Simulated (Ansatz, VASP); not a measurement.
# One calculation of PbS, two programs

```
Pb S
1.0
     5.01021    0.00000    0.00000
    -2.50510    4.33897    0.00000
     0.00000    0.00000    6.02093
Pb S
2 2
Direct
  0.33333 0.66667 0.25000
  0.66667 0.33333 0.75000
  0.66667 0.33333 0.25000
  0.33333 0.66667 0.75000
```

Alike in both runs: task relaxation of cell and atoms; functional PBE; k mesh 6 × 6 × 6; occupations gaussian, width 0.02 eV; no spin polarisation.

|  | VASP | Ansatz |
| --- | --- | --- |
| version | VASP 6.6.1 | Ansatz 0.2.0 |
| potentials or method | VASP PAW PBE potentials, release 64 (Pb_d, S), cutoff 600 eV | scalar-relativistic, plane waves, PAW |
| valence electrons in the cell | 40 | 40 |

```csv
,VASP,Ansatz,Ansatz less VASP
"gap on the k mesh at the Fermi level, each at its own relaxed structure (eV)",1.45,1.45,-0.005
relaxed volume (Å³/atom),32.99,33.01,+0.019
relaxed cell length with the largest relative difference (Å),6.021,6.023,+0.0017
```

Spin-orbit coupling is off throughout.
